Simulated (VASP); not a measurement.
Here is a VASP 6.6.1 calculation.

Contents of INCAR:

```
SYSTEM = LiGeBr3
PREC = Accurate ; ENCUT = 600
EDIFF = 1E-7 ; ISMEAR = 0
SIGMA = 0.01 ; LREAL = .FALSE.
LASPH = .TRUE. ; NELM = 100
ALGO = Normal ; ISIF = 3
LWAVE = .FALSE. ; LCHARG = .FALSE.
GGA = PE ; IBRION = 2
NSW = 80 ; EDIFFG = -0.001
```

KPOINTS

```
Automatic mesh
0
G
  8 8 8
  0 0 0
```

File POSCAR:

```
LiGeBr3
1.0
    5.4866424794      0.0000000000      0.0000000000
    0.0000000000      5.4866424794      0.0000000000
    0.0000000000      0.0000000000      5.4866424794
Li Ge Br
1 1 3
Direct
    0.5000000000      0.5000000000      0.5000000000
    0.0000000000      0.0000000000      0.0000000000
    0.5000000000      0.0000000000      0.0000000000
    0.0000000000      0.5000000000      0.0000000000
    0.0000000000      0.0000000000      0.5000000000
```

Potentials or basis: VASP PAW PBE potentials, release 64 (Li_sv, Ge_d, Br).

Run with:

```console
$ cat potpaw_PBE.64/Li_sv/POTCAR potpaw_PBE.64/Ge_d/POTCAR potpaw_PBE.64/Br/POTCAR > POTCAR
$ mpirun -np 1 vasp_std > vasp.out
```

(1) Predict the band gap on the k mesh.

(2) What does it give for the relaxed cell?

(3) Estimate the relaxed volume.

Answers

(1) 0.46 eV.

(2) a = 5.484 Å, b = 5.484 Å, c = 5.484 Å, α = 90.00°, β = 90.00°, γ = 90.00°.

(3) 32.98 Å³/atom.

Caveat: the cutoff is under 1.25 times the usual one of these potentials, so pressure, stress and relaxed cells hold a basis-set (Pulay) error.
